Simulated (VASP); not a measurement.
# Ca (Fm-3m) in VASP: a series of runs, part 2 of 2

VASP 6.6.1.

### 4 Single point, PBE

This run uses another cell than the first one, of 42.28 Å³/atom.

Input file INCAR:

```
PREC = Accurate
ENCUT = 500
EDIFF = 1E-6
ISMEAR = -1
SIGMA = 0.15
LREAL = False
LASPH = True
NELM = 120
ALGO = Normal
ISIF = 2
LWAVE = False
LCHARG = False
GGA = PE
NBANDS = 11
GGA_COMPAT = False
```

Input file KPOINTS:

```
regular mesh
0
Gamma
  14 14 14
```

Input file POSCAR:

```
Ca
1.0
    0.0000000000      2.7651505062      2.7651505062
    2.7651505062      0.0000000000      2.7651505062
    2.7651505062      2.7651505062      0.0000000000
Ca
1
Direct
    0.0000000000      0.0000000000      0.0000000000
```

Potentials or basis: VASP PAW PBE potentials, release 64 (Ca_sv).

Run with:

```console
cat potpaw_PBE.64/Ca_sv/POTCAR > POTCAR
mpirun -np 1 vasp_std > vasp.out
```

OUTCAR:

```text
PREC = Accurate
   ENCUT = 500
   EDIFF = 1E-6
   ISMEAR = -1
   LREAL = False
   LASPH = True
   NELM = 120
   ISIF = 2
   GGA = PE

 ion  position               nearest neighbor table
   1  0.000  0.000  0.000-

  LATTYP: Found a face centered cubic cell.
 ALAT       =     5.5303010124

  Lattice vectors:

 A1 = (   0.0000000000,   2.7651505062,   2.7651505062)
 A2 = (   2.7651505062,   0.0000000000,   2.7651505062)
 A3 = (   2.7651505062,   2.7651505062,   0.0000000000)

Analysis of symmetry for initial positions (statically):
=====================================================================
 Subroutine PRICEL returns:
 Original cell was already a primitive cell.

 Routine SETGRP: Setting up the symmetry group for a
 face centered cubic supercell.

 Subroutine GETGRP returns: Found 48 space group operations
 (whereof 48 operations were pure point group operations)
 out of a pool of 48 trial point group operations.

The static configuration has the point symmetry O_h .

Analysis of symmetry for dynamics (positions and initial velocities):
[... 154 lines left out ...]

  energy without entropy =       -1.88636377  energy(sigma->0) =       -1.93102835

 E-fermi :   1.9460     XC(G=0):  -7.7272

 val. band max:        1.9332898953   @ k =  -0.4286   0.2143   0.0714
 cond. band min:       1.9793194289   @ k =  -0.3571   0.3571   0.0000
 fundamental gap:      0.0460295336
 Fermi energy:         1.9460305512

 k-point     1 :       0.0000    0.0000    0.0000
  band No.  band energies     occupation
      1     -40.0472      2.00000
      2     -20.9658      2.00000
      3     -20.9658      2.00000
      4     -20.9658      2.00000
      5      -2.0689      2.00000
      6       4.2983      0.00000
      7       4.2983      0.00000
      8       4.2983      0.00000
      9       5.3697      0.00000
     10       5.3697      0.00000
     11      11.0606      0.00000
[... 309 lines left out ...]
 k-point    24 :       0.2857    0.1429    0.0000
  band No.  band energies     occupation
      1     -40.0392      2.00000
      2     -21.0342      2.00000
      3     -20.9848      2.00000
      4     -20.9833      2.00000
      5      -0.8561      2.00000
      6       3.3353      0.00019
      7       4.2665      0.00000
      8       4.6104      0.00000
      9       5.0436      0.00000
     10       5.6692      0.00000
     11       9.6574      0.00000

 [... further k-points ...]
[... 5 lines left out ...]
  --------------------------------------------------------------------------------------
  -------------------------------------------------------------------------------------
  Total       -0.0008307     -0.0008307     -0.0008307      0.0000000      0.0000000     -0.0000000
  in kB       -0.0314759     -0.0314759     -0.0314759      0.0000000      0.0000000     -0.0000000
  external PRESSURE =      -0.0314759 kB  Pullay stress =       0.0000000 kB

 VOLUME and BASIS-vectors are now :
 -----------------------------------------------------------------------------
  energy-cutoff  :      500.00
  volume of cell :       42.28
      direct lattice vectors                 reciprocal lattice vectors
     0.000000000  2.765150506  2.765150506    -0.180821984  0.180821984  0.180821984
     2.765150506  0.000000000  2.765150506     0.180821984 -0.180821984  0.180821984
     2.765150506  2.765150506  0.000000000     0.180821984  0.180821984 -0.180821984

 POSITION                                       TOTAL-FORCE (eV/Angst)
 -----------------------------------------------------------------------------------
      0.00000      0.00000      0.00000        -0.000000     -0.000000      0.000000
 -----------------------------------------------------------------------------------
    total drift:                               -0.000000     -0.000000      0.000000

  FREE ENERGIE OF THE ION-ELECTRON SYSTEM (eV)
  ---------------------------------------------------
  free  energy   TOTEN  =        -1.9756929222 eV

  energy  without entropy=       -1.8863637740  energy(sigma->0) =       -1.93102835
```

stdout:

```text
POSCAR found type information on POSCAR Ca
 POSCAR found :  1 types and       1 ions
 scaLAPACK will be used
 LDA part: xc-table for (Slater+PW92), standard interpolation
 POSCAR, INCAR and KPOINTS ok, starting setup
 FFT: planning ... GRIDC
 FFT: planning ... GRID_SOFT
 FFT: planning ... GRID
 WAVECAR not read
 entering main loop
```

Wall time 17 s (1 thread of Intel Xeon 6975P-C (Granite Rapids), shared host); peak memory 0.19 GiB.

What came out:

```yaml
Free_energy: -1.9757 eV
Pressure: 0.0 GPa
Band_gap_on_the_k_mesh: zero (bands 5 and 6 overlap by 0.32 eV)
```

### 5 Relaxation of cell and atoms, PBE

This run uses another cell than the first one, of 42.14 Å³/atom.

Input file INCAR:

```
PREC = Accurate
ENCUT = 500
EDIFF = 1E-7
ISMEAR = -1
SIGMA = 0.15
LREAL = F
LASPH = T
NELM = 120
ALGO = Normal
ISIF = 3
LWAVE = F
LCHARG = F
GGA = PE
IBRION = 2
NSW = 80
EDIFFG = -0.001
GGA_COMPAT = F
NELMIN = 4
```

Input file KPOINTS:

```
Automatic mesh
0
Gamma
  14 14 14
```

Input file POSCAR:

```
Ca
1.0
    0.0000000000      2.7620475041      2.7620475041
    2.7620475041      0.0000000000      2.7620475041
    2.7620475041      2.7620475041      0.0000000000
Ca
1
Direct
    0.0000000000      0.0000000000      0.0000000000
```

Potentials or basis: VASP PAW PBE potentials, release 64 (Ca_sv).

Run with:

```console
cat potpaw_PBE.64/Ca_sv/POTCAR > POTCAR
mpirun -np 1 vasp_std > vasp.out
```

OUTCAR:

```text
PREC = Accurate
   ENCUT = 500
   EDIFF = 1E-7
   ISMEAR = -1
   LREAL = F
   LASPH = T
   NELM = 120
   ISIF = 3
   GGA = PE
   IBRION = 2
   NSW = 80
   EDIFFG = -0.001
   NELMIN = 4

 ion  position               nearest neighbor table
   1  0.000  0.000  0.000-

  LATTYP: Found a face centered cubic cell.
 ALAT       =     5.5240950082

  Lattice vectors:

 A1 = (   0.0000000000,   2.7620475041,   2.7620475041)
 A2 = (   2.7620475041,   0.0000000000,   2.7620475041)
 A3 = (   2.7620475041,   2.7620475041,   0.0000000000)

Analysis of symmetry for initial positions (statically):
=====================================================================
 Subroutine PRICEL returns:
 Original cell was already a primitive cell.

 Routine SETGRP: Setting up the symmetry group for a
 face centered cubic supercell.

 Subroutine GETGRP returns: Found 48 space group operations
 (whereof 48 operations were pure point group operations)
 out of a pool of 48 trial point group operations.

The static configuration has the point symmetry O_h .

Analysis of symmetry for dynamics (positions and initial velocities):
=====================================================================
 Subroutine PRICEL returns:
 Original cell was already a primitive cell.

[... 223 lines left out ...]
--------------------------------------- Ionic step        3  -------------------------------------------

 number of electron       9.9999999 magnetization

 Free energy of the ion-electron system (eV)
  ---------------------------------------------------
  ext. energy  EPLUGINS =         0.00000000
  ---------------------------------------------------
  free energy    TOTEN  =        -1.97566870 eV

  energy without entropy =       -1.88631963  energy(sigma->0) =       -1.93099416

 E-fermi :   1.9435     XC(G=0):  -7.7251

 val. band max:        1.9305301547   @ k =  -0.4286   0.2143   0.0714
 cond. band min:       1.9768772856   @ k =  -0.3571   0.3571   0.0000
 fundamental gap:      0.0463471309
 Fermi energy:         1.9434533769

 k-point     1 :       0.0000    0.0000    0.0000
  band No.  band energies     occupation
      1     -40.0514      2.00000
      2     -20.9701      2.00000
      3     -20.9701      2.00000
      4     -20.9701      2.00000
      5      -2.0701      2.00000
      6       4.2949      0.00000
      7       4.2949      0.00000
      8       4.2949      0.00000
      9       5.3654      0.00000
[... 265 lines left out ...]
 k-point    24 :       0.2857    0.1429    0.0000
  band No.  band energies     occupation
      1     -40.0434      2.00000
      2     -21.0384      2.00000
      3     -20.9890      2.00000
      4     -20.9876      2.00000
      5      -0.8580      2.00000
      6       3.3324      0.00019
      7       4.2631      0.00000
      8       4.6066      0.00000
      9       5.0395      0.00000

 [... further k-points ...]

------------------------ aborting loop because EDIFF is reached ----------------------------------------

  FORCE on cell =-STRESS in cart. coord.  units (eV):
  Direction    XX          YY          ZZ          XY          YZ          ZX
  --------------------------------------------------------------------------------------
  -------------------------------------------------------------------------------------
  Total        0.0000245      0.0000245      0.0000245     -0.0000000     -0.0000000      0.0000000
  in kB        0.0009266      0.0009266      0.0009266     -0.0000000     -0.0000000      0.0000000
  external PRESSURE =       0.0009266 kB  Pullay stress =       0.0000000 kB
[... 16 lines left out ...]
  FREE ENERGIE OF THE ION-ELECTRON SYSTEM (eV)
  ---------------------------------------------------
  free  energy   TOTEN  =        -1.9756686983 eV

  energy  without entropy=       -1.8863196291  energy(sigma->0) =       -1.93099416

 reached required accuracy - stopping structural energy minimisation
```

Wall time 31 s (1 thread of Intel Xeon 6975P-C (Granite Rapids), shared host); peak memory 0.18 GiB.

Results:

```
Free energy                           : -1.9757 eV
Relaxed volume                        : 42.31 Å³/atom
Relaxed cell                          : a = 3.911 Å, b = 3.911 Å, c = 3.911 Å, α = 60.00°, β = 60.00°, γ = 60.00°
Space group after relaxing (to 0.1 Å) : Fm-3m (No. 225)
Energy gained by relaxing             : 0.0 meV/atom
Ionic steps                           : 3
Pressure after relaxing               : 0.0 GPa
Band gap on the k mesh                : zero (bands 5 and 6 overlap by 0.32 eV)
```

Final structure:
```xyz
1
Lattice="0.0000 2.7658 2.7658 2.7658 0.0000 2.7658 2.7658 2.7658 0.0000" Properties=species:S:1:pos:R:3 pbc="T T T"
Ca    0.0000    0.0000    0.0000
```

PBE usually gives volumes a little too large and moduli too small. Zero-point motion and thermal expansion aren't in these numbers.

### 6 Relaxation of cell and atoms, PBE

Input file INCAR:

```
SYSTEM = Ca
ALGO     = Normal         ! electronic algorithm
EDIFF    = 1E-7           ! SCF threshold, eV
EDIFFG   = -0.002         ! ionic threshold
ENCUT    = 500            ! plane-wave cutoff, eV
GGA      = PE             ! functional
GGA_COMPAT= .False.      
IBRION   = 2              ! ionic algorithm
ISIF     = 3              ! what is computed and relaxed
ISMEAR   = 0              ! smearing method
LASPH    = .True.         ! aspherical terms in the spheres
LCHARG   = .False.        ! write CHGCAR
LREAL    = .False.        ! projectors in reciprocal space
LWAVE    = .False.        ! write WAVECAR
NELM     = 120            ! most SCF steps
NELMIN   = 4            
NSW      = 100            ! ionic steps
PREC     = Accurate       ! precision mode
SIGMA    = 0.1            ! smearing width, eV
```

Input file KPOINTS:

```
k-points
0
Gamma
  14 14 14
  0 0 0
```

Input file POSCAR:

```
Ca
1.0
    0.0000000000      2.8005000000      2.8005000000
    2.8005000000      0.0000000000      2.8005000000
    2.8005000000      2.8005000000      0.0000000000
Ca
1
Direct
    0.0000000000      0.0000000000      0.0000000000
```

Potentials or basis: VASP PAW PBE potentials, release 64 (Ca_sv).

Run with:

```console
cat potpaw_PBE.64/Ca_sv/POTCAR > POTCAR
mpirun -np 1 vasp_std > vasp.out
```

Wall time 53 s (1 thread of Intel Xeon 6975P-C (Granite Rapids), shared host); peak memory 0.19 GiB.

The run converged. Its results:

```
Free energy                           : -1.9335 eV
Relaxed volume                        : 42.20 Å³/atom
Relaxed cell                          : a = 3.908 Å, b = 3.908 Å, c = 3.908 Å, α = 60.00°, β = 60.00°, γ = 60.00°
Space group after relaxing (to 0.1 Å) : Fm-3m (No. 225)
Energy gained by relaxing             : 3.6 meV/atom
Ionic steps                           : 4
Pressure after relaxing               : 0.0 GPa
Band gap on the k mesh                : zero (bands 5 and 6 overlap by 0.31 eV)
```

Step by step:
| step | energy change (eV) | largest force (eV/Å) | pressure (GPa) | volume (Å³) |
| --- | --- | --- | --- | --- |
| 1 | 0.0000 | 0.0000 | -0.65 | 43.93 |
| 2 | -0.0031 | 0.0000 | -0.24 | 42.81 |
| 3 | -0.0036 | 0.0000 | -0.01 | 42.24 |
| 4 | -0.0036 | 0.0000 | 0.00 | 42.20 |

Final structure:
```cif
data_structure
_symmetry_space_group_name_H-M 'P 1'
_symmetry_Int_Tables_number 1
_cell_length_a 3.9080
_cell_length_b 3.9080
_cell_length_c 3.9080
_cell_angle_alpha 60.000
_cell_angle_beta 60.000
_cell_angle_gamma 60.000
_cell_volume 42.20
loop_
_atom_site_label
_atom_site_type_symbol
_atom_site_fract_x
_atom_site_fract_y
_atom_site_fract_z
_atom_site_occupancy
Ca1 Ca 0.00000 0.00000 0.00000 1
```

Levels at points of the mesh, in eV from the Fermi level:
| k point | band 3 | band 4 | band 5 | band 6 | band 7 | band 8 |
| --- | --- | --- | --- | --- | --- | --- |
| (0.00, 0.00, 0.00) | -22.93 | -22.93 | -4.02 | 2.34 | 2.34 | 2.34 |
| (0.50, 0.00, 0.00) | -22.95 | -22.95 | -0.98 | -0.15 | 2.23 | 2.23 |
| (0.50, 0.50, 0.00) | -22.98 | -22.98 | -0.45 | 0.58 | 0.97 | 4.09 |

### 7 The runs side by side

```tsv
task	cell	k mesh	smearing	gap on the mesh (eV)	pressure (GPa)	relaxed volume (Å³/atom)
single point	a = 3.961 Å, angles 60.0°, 1 atom	6 × 6 × 6	gaussian 0.1 eV	none	-0.7	-
single point	a = 3.906 Å, angles 60.0°, 1 atom	14 × 14 × 14	gaussian 0.1 eV	none	0.0	-
single point	a = 3.911 Å, angles 60.0°, 1 atom	14 × 14 × 14	fermi-dirac 0.15 eV	none	0.0	-
relaxation of cell and atoms	relaxed from a = 3.906 Å, angles 60.0°, 1 atom	14 × 14 × 14	fermi-dirac 0.15 eV	none	0.0	42.31
relaxation of cell and atoms	relaxed from a = 3.961 Å, angles 60.0°, 1 atom	14 × 14 × 14	gaussian 0.1 eV	none	0.0	42.20
```

Alike in all rows: level PBE; potentials or basis VASP PAW PBE potentials, release 64 (Ca_sv); no spin polarisation; cutoff (eV) 500.

Absolute energies hang on the potentials; compare differences alone.

The gap in the log of VASP goes by the Fermi energy; the results here count the filled bands.